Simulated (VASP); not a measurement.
# BiTe (R-3m) in VASP: notebook, part 2 of 2

VASP 6.6.1. The steps go on from the part before.

### Step 4. Single point, LDA (equal xy, yz and zx shear strains of +1 %)

Input file INCAR:

```
PREC = Accurate
ENCUT = 520
EDIFF = 1E-6
ISMEAR = -1
SIGMA = 0.08
LREAL = False
LASPH = True
NELM = 60
ALGO = Normal
ISIF = 2
LWAVE = False
LCHARG = False
NBANDS = 18
```

Input file KPOINTS:

```
Automatic mesh
0
Gamma
  10 10 10
```

Input file POSCAR:

```
BiTe
1.0
    0.0323500000      3.2511750000      3.2511750000
    3.2511750000      0.0323500000      3.2511750000
    3.2511750000      3.2511750000      0.0323500000
Bi Te
1 1
Direct
    0.0000000000      0.0000000000      0.0000000000
    0.5000000000      0.5000000000      0.5000000000
```

Potentials or basis: VASP PAW LDA potentials, release 64 (Bi_d, Te).

The run is started by

```bash
cat potpaw_LDA.64/Bi_d/POTCAR potpaw_LDA.64/Te/POTCAR > POTCAR
mpirun -np 1 vasp_std > vasp.out
```

OUTCAR:

```text
PREC = Accurate
   ENCUT = 520
   EDIFF = 1E-6
   ISMEAR = -1
   LREAL = False
   LASPH = True
   NELM = 60
   ISIF = 2

 ion  position               nearest neighbor table
   1  0.000  0.000  0.000-   2 3.24   2 3.24   2 3.24   2 3.24   2 3.24   2 3.24
   2  0.500  0.500  0.500-   1 3.24   1 3.24   1 3.24   1 3.24   1 3.24   1 3.24

  LATTYP: Found a trigonal (rhomboedric) cell.
 ALAT       =     4.5979695827
 COS(alpha) =     0.5099250056

  Lattice vectors:

 A1 = (   0.0323500000,   3.2511750000,   3.2511750000)
 A2 = (   3.2511750000,   0.0323500000,   3.2511750000)
 A3 = (   3.2511750000,   3.2511750000,   0.0323500000)

Analysis of symmetry for initial positions (statically):
=====================================================================
 Subroutine PRICEL returns:
 Original cell was already a primitive cell.

 Routine SETGRP: Setting up the symmetry group for a
 trigonal (rhombohedral) supercell.

 Subroutine GETGRP returns: Found 12 space group operations
 (whereof 12 operations were pure point group operations)
 out of a pool of 12 trial point group operations.

The static configuration has the point symmetry D_3d.

Analysis of symmetry for dynamics (positions and initial velocities):
=====================================================================
 Subroutine PRICEL returns:
 Original cell was already a primitive cell.

 Routine SETGRP: Setting up the symmetry group for a
 trigonal (rhombohedral) supercell.

 Subroutine GETGRP returns: Found 12 space group operations
 (whereof 12 operations were pure point group operations)
 out of a pool of 12 trial point group operations.

The dynamic configuration has the point symmetry D_3d.

 Subroutine INISYM returns: Found 12 space group operations
 (whereof 12 operations are pure point group operations),
 and found     1 'primitive' translations

[... 102 lines left out ...]
   POTIM  = 0.5000    time-step for ionic-motion
   TEBEG  =    0.0;   TEEND  =   0.0 temperature during run
   PSTRESS=    0.0 pullay stress
   NELECT =      21.0000    total number of electrons
   NUPDOWN=      -1.0000    fix difference up-down
   EMIN   =  10.00;   EMAX   =-10.00  energy-range for DOS
   EFERMI =   0.00;   METHOD = LEGACY
   ISMEAR =    -1;   SIGMA  =   0.08  broadening in eV -4-tet -1-fermi 0-gaus
   EFERMI_NEDOS =   21; number of points for ismear=-14 and -15
   IALGO  =     38    algorithm
   IMIX   =      4    mixing-type and parameters
     AMIX     =   0.40;   BMIX     =  1.00
     AMIX_MAG =   1.60;   BMIX_MAG =  1.00
  volume/ion in A,a.u.               =      33.85       228.45
  Fermi-wavevector in a.u.,A,eV,Ry     =   1.108174  2.094144 16.708617  1.228049
  Thomas-Fermi vector in A             =   2.244697
   LORBIT       =      0    0 simple, 1 ext, 2 COOP (PROOUT), +10 PAW based schemes
   GGA     = CA    functional components
   LHFCALC =     F    Hartree Fock is set to
   AEXX    =    0.0000 exact exchange contribution
   IVDW    =     0    specifies the selected vdW correction
   LEPSILON=     F    determine dielectric tensor
   LRPA    =     F    only Hartree local field effects (RPA)
 non-spin polarized calculation
  energy-cutoff  :      520.00
  volume of cell :       67.70
 maximum number of plane-waves:      1847
 NGX is ok and might be reduce to    36
   NGX = 17   NGY = 17   NGZ = 17

 number of electron      21.0000001 magnetization

 Free energy of the ion-electron system (eV)
  ---------------------------------------------------
  ext. energy  EPLUGINS =         0.00000000
  ---------------------------------------------------
  free energy    TOTEN  =        -8.50274647 eV

  energy without entropy =       -8.47239445  energy(sigma->0) =       -8.48757046

 E-fermi :   6.4224     XC(G=0):  -9.6763

 val. band max:        6.4220786757   @ k =   0.5000   0.1000  -0.0000
 cond. band min:       6.4268000265   @ k =  -0.4000   0.1000   0.1000
 fundamental gap:      0.0047213508
 Fermi energy:         6.4223982223

 k-point     1 :       0.0000    0.0000    0.0000
  band No.  band energies     occupation
      1     -16.6393      2.00000
      2     -16.6393      2.00000
      3     -16.6340      2.00000
      4     -16.6309      2.00000
      5     -16.6309      2.00000
      6      -7.0949      2.00000
[... 481 lines left out ...]
      5     -16.6229      2.00000
      6      -5.7864      2.00000
[... 10 lines left out ...]
     17      15.3297      0.00000
     18      15.4812      0.00000

 [... further k-points ...]
[... 5 lines left out ...]
  --------------------------------------------------------------------------------------
  -------------------------------------------------------------------------------------
  Total       -1.1649227     -1.1649227     -1.1649227     -0.0033638     -0.0033638     -0.0033638
  in kB      -27.5668612    -27.5668612    -27.5668612     -0.0796020     -0.0796020     -0.0796020
  external PRESSURE =     -27.5668612 kB  Pullay stress =       0.0000000 kB

 VOLUME and BASIS-vectors are now :
 -----------------------------------------------------------------------------
  energy-cutoff  :      520.00
  volume of cell :       67.70
      direct lattice vectors                 reciprocal lattice vectors
     0.032350000  3.251175000  3.251175000    -0.156105177  0.154567195  0.154567195
     3.251175000  0.032350000  3.251175000     0.154567195 -0.156105177  0.154567195
     3.251175000  3.251175000  0.032350000     0.154567195  0.154567195 -0.156105177

 POSITION                                       TOTAL-FORCE (eV/Angst)
 -----------------------------------------------------------------------------------
      0.00000      0.00000      0.00000        -0.000000      0.000000      0.000000
      3.26735      3.26735      3.26735         0.000000     -0.000000     -0.000000
 -----------------------------------------------------------------------------------
    total drift:                               -0.000000      0.000000      0.000000

  FREE ENERGIE OF THE ION-ELECTRON SYSTEM (eV)
  ---------------------------------------------------
  free  energy   TOTEN  =        -8.5027464700 eV

  energy  without entropy=       -8.4723944512  energy(sigma->0) =       -8.48757046
```

Run time: 71 s. Hardware: 1 thread of AMD EPYC 9R45 (Zen 5), shared host; peak memory 0.24 GiB.

Results:

```yaml
Free_energy: -8.5027 eV
Pressure: -2.8 GPa
```

Caveat: the cell differs from its parent crystal (equal xy, yz and zx shear strains of +1 %); spin-orbit coupling is left out, which moves the levels of the heavy elements.

### Step 5. Single point, LDA (equal xy, yz and zx shear strains of +2 %)

Input file INCAR:

```
ALGO = Normal ; EDIFF = 1E-6
ENCUT = 520 ; ISIF = 2
ISMEAR = -1 ; LASPH = True
LCHARG = False ; LREAL = False
LWAVE = False ; NBANDS = 18
NELM = 80 ; PREC = Accurate
SIGMA = 0.08
```

Input file KPOINTS:

```
k-points
0
Gamma
  10 10 10
```

Input file POSCAR:

```
BiTe
1.0
    0.0647000000      3.2673500000      3.2673500000
    3.2673500000      0.0647000000      3.2673500000
    3.2673500000      3.2673500000      0.0647000000
Bi Te
1 1
Direct
    0.0000000000      0.0000000000      0.0000000000
    0.5000000000      0.5000000000      0.5000000000
```

The run is started by

```bash
cat potpaw_LDA.64/Bi_d/POTCAR potpaw_LDA.64/Te/POTCAR > POTCAR
mpirun -np 1 vasp_std > vasp.out
```

It took 75 s on 1 thread of AMD EPYC 9R45 (Zen 5), shared host; peak memory 0.24 GiB.

It converged, with:

- Free energy: -8.5028 eV
- Pressure: -2.8 GPa

Levels at points of the mesh, in eV from the Fermi level:
| k point | band 6 | band 7 | band 8 | band 9 | band 10 | band 11 | band 12 | band 13 | band 14 | band 15 |
| --- | --- | --- | --- | --- | --- | --- | --- | --- | --- | --- |
| (0.00, 0.00, 0.00) | -13.52 | -8.16 | -2.69 | -2.42 | -2.42 | 2.10 | 2.10 | 2.20 | 4.48 | 4.81 |
| (0.50, 0.00, 0.00) | -11.56 | -11.23 | -1.96 | -1.86 | -1.60 | -0.94 | -0.68 | -0.61 | 7.28 | 7.58 |
| (0.50, 0.50, 0.00) | -11.77 | -9.97 | -5.64 | -4.08 | -3.89 | 2.25 | 3.52 | 3.59 | 4.90 | 8.69 |
| (0.50, 0.50, 0.50) | -11.62 | -11.30 | -1.78 | -1.78 | -1.46 | -0.72 | -0.51 | -0.51 | 7.19 | 7.62 |

Caveat: the cell differs from its parent crystal (equal xy, yz and zx shear strains of +2 %); spin-orbit coupling is left out, which moves the levels of the heavy elements.

### Step 6. Summary

| cell | gap on the mesh (eV) | pressure (GPa) |
| --- | --- | --- |
| a = 4.530 Å, angles 61.3°, 2 atoms | none | -2.8 |
| a = 4.552 Å, angles 60.7°, 2 atoms | none | -2.8 |
| a = 4.598 Å, angles 59.3°, 2 atoms | none | -2.8 |
| a = 4.621 Å, angles 58.7°, 2 atoms | none | -2.8 |

Alike in all rows: task single point; level LDA; potentials or basis VASP PAW LDA potentials, release 64 (Bi_d, Te); no spin polarisation; k mesh 10 × 10 × 10; cutoff (eV) 520; smearing fermi-dirac 0.08 eV.

Caveats: spin-orbit coupling is left out, which moves the levels of the heavy elements.

Total energies depend on the potentials used, so only differences within one code and one set of settings carry meaning.
